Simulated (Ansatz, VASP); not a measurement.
## Two plane-wave programs on CsBr

```
CELL_PARAMETERS angstrom
3.64837 0.00000 0.00000
0.00000 3.64837 0.00000
0.00000 0.00000 3.64837
ATOMIC_POSITIONS crystal
Cs 0.00000 0.00000 0.00000
Br 0.50000 0.50000 0.50000
```

Change from the starting cell: volume scaled by 0.6, PAW files.

Alike in both runs: task electric field gradients; functional PBE; k mesh 7 × 7 × 7; occupations fermi-dirac, width 0.03 eV; no spin polarisation.

```csv
,VASP,Ansatz
version,VASP 6.6.1,Ansatz 0.2.0
potentials or method,"VASP PAW PBE potentials, release 64 (Cs_sv, Br)","PAW with Ansatz's default frozen-core files, scalar-relativistic"
plane-wave cutoff (eV),400,420
valence electrons in the cell,16,16
```

```tsv
	VASP	Ansatz	Ansatz less VASP
gap on the k mesh at the Fermi level (eV)	3.33	3.37	+0.041
pressure (GPa)	28.1	27.5	-0.59
```

With one functional, cell and mesh, what is left measures potentials, basis and numerics.

Spin-orbit coupling is off throughout.
